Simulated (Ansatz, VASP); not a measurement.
## One calculation of ZrB2, two programs

```
Zr B
1.0
     3.17551    0.00000    0.00000
    -1.58776    2.75008    0.00000
     0.00000    0.00000    3.53169
Zr B
1 2
Direct
  0.00000 0.00000 0.00000
  0.33333 0.66667 0.50000
  0.66667 0.33333 0.50000
```

Change from the starting cell: volume scaled by 1.01, crystal datasets.

Alike in both runs: task electric field gradients; functional LDA; k mesh 13 × 13 × 10; occupations fermi-dirac, width 0.03 eV; no spin polarisation.

```csv
,VASP,Ansatz
version,VASP 6.6.1,Ansatz 0.2.0
potentials or method,"VASP PAW LDA potentials, release 64 (Zr_sv, B), cutoff 520 eV","all-electron PAW with datasets made for the crystal, scalar-relativistic"
```

```csv
,VASP,Ansatz,Ansatz less VASP
pressure (GPa),-9.1,-9.5,-0.44
"traceless stress, the component that is largest in VASP (GPa)",0.97,0.97,+0.004
size of Vzz on the site where it differs most (V/Å²),44.4,47.3,+2.83
```

LDA's correlation is that of Perdew and Zunger in VASP and of Perdew and Wang (1992) in Ansatz. Ansatz ran all-electron here, and VASP with PAW potentials.
